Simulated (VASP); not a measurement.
Here is a VASP 6.6.1 calculation.

Contents of INCAR:

```
SYSTEM = Pt
ALGO = Normal ; EDIFF = 1E-7
ENCUT = 520 ; GGA = PE
ISIF = 2 ; ISMEAR = -1
ISPIN = 2 ; LASPH = .TRUE.
LCHARG = .FALSE. ; LMAXMIX = 4
LORBIT = 11 ; LREAL = .FALSE.
LWAVE = .FALSE. ; MAGMOM = 1 1 1 1
NBANDS = 32 ; NELM = 150
PREC = Accurate ; SIGMA = 0.05
```

KPOINTS

```
k-points
0
G
  15 15 4
  0 0 0
```

File POSCAR:

```
Pt
1.0
    2.7832511117      0.0000000000      0.0000000000
   -1.3916255559      2.4103661679      0.0000000000
    0.0000000000      0.0000000000      9.3568750714
Pt
4
Direct
    0.0000000000      1.0000000000      1.0000000000
    0.0000000000      1.0000000000      0.5000000000
    0.3333333333      0.6666666667      0.2500000000
    0.6666666667      0.3333333333      0.7500000000
```

Potentials or basis: VASP PAW PBE potentials, release 64 (Pt).

Launch:

```console
$ cat potpaw_PBE.64/Pt/POTCAR > POTCAR
$ mpirun -np 1 vasp_std > vasp.out
```

(1) Predict the net moment.

(2) Predict the pressure.

(3) What does it give for the band gap on the k mesh?

## Answers

(1) 0.00 μB per cell.

(2) -0.5 GPa.

(3) zero (filled and empty bands overlap).

Caveat: spin-orbit coupling is left out, which moves the levels of the heavy elements.
